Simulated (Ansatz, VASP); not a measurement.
# One calculation of Bi2Te3, two programs

INCAR

```
SYSTEM = Bi2Te3
PREC = Accurate
ENCUT = 520
EDIFF = 1E-7
ISMEAR = -1
SIGMA = 0.08
LREAL = .FALSE.
LASPH = .TRUE.
NELM = 60
ALGO = Normal
ISIF = 2
LWAVE = .FALSE.
LCHARG = .TRUE.
GGA = CA
LELF = .TRUE.
LVHAR = .TRUE.
NBANDS = 32
```

KPOINTS

```
Automatic mesh
0
G
  8 8 8
  0 0 0
```

Contents of POSCAR:

```
Bi2Te3
1.0
    2.2375638137      1.2918580701     10.0775622472
   -2.2375638137      1.2918580701     10.0775622472
    0.0000000000     -2.5837161404     10.0775622472
Bi Te
2 3
Direct
    0.8120000000      0.8120000000      0.8120000000
    0.4020000000      0.4020000000      0.4020000000
    0.6110000000      0.6110000000      0.6110000000
    0.2000000000      0.2000000000      0.2000000000
    0.0000000000      0.0000000000      0.0000000000
```

Input for Ansatz:

```yaml
crystal:
  lattice:
    - [2.2375638137, 1.2918580701, 10.0775622472]
    - [-2.2375638137, 1.2918580701, 10.0775622472]
    - [0.0, -2.5837161404, 10.0775622472]
  atoms:
    - { symbol: Bi, position: [0.812, 0.812, 0.812] }
    - { symbol: Bi, position: [0.402, 0.402, 0.402] }
    - { symbol: Te, position: [0.611, 0.611, 0.611] }
    - { symbol: Te, position: [0.2, 0.2, 0.2] }
    - { symbol: Te, position: [0.0, 0.0, 0.0] }
kpoints:
  mp_grid: { grid: [8, 8, 8] }
  band_path:
    path:
      - [0.0, 0.0, 0.0]
      - [0.5, 0.5, 0.5]
      - [0.8223779553, 0.1776220447, 0.5]
      - [0.5, -0.1776220447, 0.1776220447]
      - [0.5, 0.0, 0.0]
      - [0.0, 0.0, 0.0]
      - [0.3388110223, -0.3388110223, 0.0]
      - [0.6611889777, 0.0, 0.3388110223]
      - [0.5, 0.0, 0.5]
    npoints: 5
scf:
  occupations: { method: fermi_dirac, width: 0.08 }
hamiltonian:
  xc: lda
  pseudopotentials: { kind: all_electron, lapw: { basis_error: 0.001 } }
output:
  forces: true
  stress: true
  eigenvalues: true
```

Change from the starting cell: volume scaled by 1.04.

Alike in both runs: task single point; functional LDA; k mesh 8 × 8 × 8; occupations fermi-dirac, width 0.08 eV; no spin polarisation.

|  | VASP | Ansatz |
| --- | --- | --- |
| version | VASP 6.6.1 | Ansatz 0.2.0 |
| potentials or method | VASP PAW LDA potentials, release 64 (Bi_d, Te), cutoff 520 eV | all-electron LAPW, scalar-relativistic |

VASP gave:

```
pressure (GPa)                                                : -3.5
traceless stress, the component that is largest in VASP (GPa) : -0.74
rms of the force components (eV/Å)                            : 0.370
```

**Question.** What did Ansatz give for the same quantities?

**Answer.** Pressure (GPa): -3.5; traceless stress, the component that is largest in VASP (GPa): -0.74; rms of the force components (eV/Å): 0.363.

LDA's correlation is that of Perdew and Zunger in VASP and of Perdew and Wang (1992) in Ansatz. Atom by atom the forces differ by 0.009 eV/Å (rms over components). Ansatz ran all-electron here, and VASP with PAW potentials.

Spin-orbit coupling is off throughout.
